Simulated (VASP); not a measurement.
ZrH2: single point with PBEsol

ZrH2:

```
CELL_PARAMETERS angstrom
0.00000 2.37666 2.37666
2.37666 0.00000 2.37666
2.37666 2.37666 0.00000
ATOMIC_POSITIONS crystal
Zr 0.00000 0.00000 0.00000
H 0.25000 0.25000 0.25000
H 0.75000 0.75000 0.75000
```

- Program: VASP 6.6.1
- Task: single point
- Functional: PBEsol
- Potentials or basis: VASP PAW PBE potentials, release 64 (Zr_sv, H)
- Cutoff: 520 eV
- k mesh: 10 × 10 × 10
- Occupations: fermi-dirac, width 0.05 eV
- Spin: no spin polarisation
- Dipole correction: no
- Further INCAR settings: ALGO = Normal; EDIFF = 1e-07; NBANDS = 14

```
Pressure               : 0.9 GPa
Band gap on the k mesh : zero (band 7 reaches 9.14 eV, above the bottom of band 8 at 8.33 eV)
```

Levels at points of the mesh, in eV from the Fermi level:
```csv
k point,band 4,band 5,band 6,band 7,band 8,band 9,band 10,band 11
"(0.00, 0.00, 0.00)",-26.82,-9.75,-1.27,-0.34,-0.34,-0.34,2.37,2.37
"(0.50, 0.00, 0.00)",-26.91,-7.56,-4.39,-0.22,-0.22,3.81,3.81,4.70
"(0.50, 0.50, 0.00)",-27.07,-6.70,-4.48,-3.50,4.00,4.06,4.06,6.86
```

Wall time 10 s on 1 thread of Intel(R) Xeon(R) 6975P-C (Granite Rapids) (shared host), peak memory 0.16 GiB.

Caveat: the PAW data sets were made with another functional, which shifts forces and pressure a little.
